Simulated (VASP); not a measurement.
Sn3TeO2:

```xyz
6
Lattice="6.6547 0.0000 0.0000 -3.3273 5.7631 0.0000 0.0000 0.0000 3.3292" Properties=species:S:1:pos:R:3 pbc="T T T"
Sn    1.6637    2.8816    1.6646
Sn    3.3273    0.0000    1.6646
Sn   -1.6637    2.8816    1.6646
Te    0.0000    0.0000    0.0000
O     3.3273    1.9210    0.0000
O     0.0000    3.8421    0.0000
```

The cell was generated, and may not be a known phase.

| Property | Result |
| --- | --- |
| Program | VASP 6.6.1 |
| Task | relaxation of cell and atoms |
| Functional | PBE |
| Potentials or basis | VASP PAW PBE potentials, release 64 (Sn_d, Te, O) |
| Cutoff | 600 eV |
| k mesh | 3 × 3 × 6 |
| Occupations | gaussian, width 0.1 eV |
| Spin | no spin polarisation |

At the start: pressure 0.6 GPa; volume 21.28 Å³/atom.

Q: How do energy, volume and symmetry change on relaxing?

A: Over 4 steps the energy falls by 2.2 meV/atom and the volume is 21.39 Å³/atom (+0.5 %); space group P6/mmm (No. 191, to 0.1 Å) before and after.

Step by step:
| step | energy change (eV) | largest force (eV/Å) | pressure (GPa) | volume (Å³) |
| --- | --- | --- | --- | --- |
| 1 | 0.0000 | 0.0000 | 0.55 | 127.68 |
| 2 | -0.0106 | 0.0000 | -0.36 | 129.04 |
| 3 | -0.0107 | 0.0000 | -0.45 | 129.18 |
| 4 | -0.0133 | 0.0000 | -0.09 | 128.33 |

Final structure:
```cif
data_structure
_symmetry_space_group_name_H-M 'P 1'
_symmetry_Int_Tables_number 1
_cell_length_a 6.6190
_cell_length_b 6.6190
_cell_length_c 3.3822
_cell_angle_alpha 90.000
_cell_angle_beta 90.000
_cell_angle_gamma 120.000
_cell_volume 128.33
loop_
_atom_site_label
_atom_site_type_symbol
_atom_site_fract_x
_atom_site_fract_y
_atom_site_fract_z
_atom_site_occupancy
Sn1 Sn 0.50000 0.50000 0.50000 1
Sn2 Sn 0.50000 0.00000 0.50000 1
Sn3 Sn 0.00000 0.50000 0.50000 1
Te1 Te 0.00000 0.00000 0.00000 1
O1 O 0.66667 0.33333 0.00000 1
O2 O 0.33333 0.66667 0.00000 1
```

Caveat: the k points lie up to 0.37 Å⁻¹ apart in the final cell, too coarse for converged energies and pressures of a metal.
